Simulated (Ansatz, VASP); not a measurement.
**One calculation of BiTe, two programs**

Contents of INCAR:

```
SYSTEM = BiTe
PREC     = Accurate       ! precision mode
ENCUT    = 520            ! plane-wave cutoff, eV
EDIFF    = 1E-6           ! SCF threshold, eV
ISMEAR   = 0              ! smearing method
SIGMA    = 0.15           ! smearing width, eV
LREAL    = .FALSE.        ! projectors in reciprocal space
LASPH    = .TRUE.         ! aspherical terms in the spheres
NELM     = 80             ! most SCF steps
ALGO     = Normal         ! electronic algorithm
ISIF     = 2              ! what is computed and relaxed
LWAVE    = .FALSE.        ! write WAVECAR
LCHARG   = .FALSE.        ! write CHGCAR
GGA      = PS             ! functional
NBANDS   = 18             ! bands
```

The input KPOINTS:

```
Automatic mesh
0
G
  14 14 14
  0 0 0
```

The input POSCAR:

```
BiTe
1.0
    0.0000000000      3.3320500000      3.1379500000
    3.3320500000      0.0000000000      3.1379500000
    3.3320500000      3.3320500000      0.0000000000
Bi Te
1 1
Direct
    0.0000000000      0.0000000000      0.0000000000
    0.5000000000      0.5000000000      0.5000000000
```

Input for Ansatz:

```yaml
crystal:
  lattice:
    - [0.0, 3.33205, 3.13795]
    - [3.33205, 0.0, 3.13795]
    - [3.33205, 3.33205, 0.0]
  atoms:
    - { symbol: Bi, position: [0.0, 0.0, 0.0] }
    - { symbol: Te, position: [0.5, 0.5, 0.5] }
basis:
  ecutwfc: 420
kpoints:
  mp_grid: { grid: [14, 14, 14] }
hamiltonian:
  xc: pbesol
scf:
  occupations: { method: gaussian, width: 0.15 }
output:
  forces: true
  stress: true
  eigenvalues: true
```

Change from the starting cell: strain +0.030 along x and y, -0.030 along z, atoms carried along.

Alike in both runs: task single point; functional PBEsol; k mesh 14 × 14 × 14; occupations gaussian, width 0.15 eV; no spin polarisation.

|  | VASP | Ansatz |
| --- | --- | --- |
| version | VASP 6.6.1 | Ansatz 0.2.0 |
| potentials or method | VASP PAW PBE potentials, release 64 (Bi_d, Te), cutoff 520 eV | scalar-relativistic, plane waves, PAW |
| valence electrons in the cell | 21 | 31 |

|  | VASP | Ansatz | Ansatz less VASP |
| --- | --- | --- | --- |
| gap on the k mesh at the Fermi level (eV) | none | none | - |
| pressure (GPa) | -2.6 | -2.6 | +0.03 |
| traceless stress, the component that is largest in VASP (GPa) | 3.09 | 3.09 | -0.004 |

VASP's potentials were made for PBE, not for PBEsol. A gap of «none» marks a metal or a gap that the smearing closes. The functional is the same, so the differences come from potentials, cutoffs and numerics. VASP's potentials hold 21 valence electrons a cell and Ansatz's 31, so a difference there can come from the potentials and not from the codes.

Neither program's run includes spin-orbit coupling.
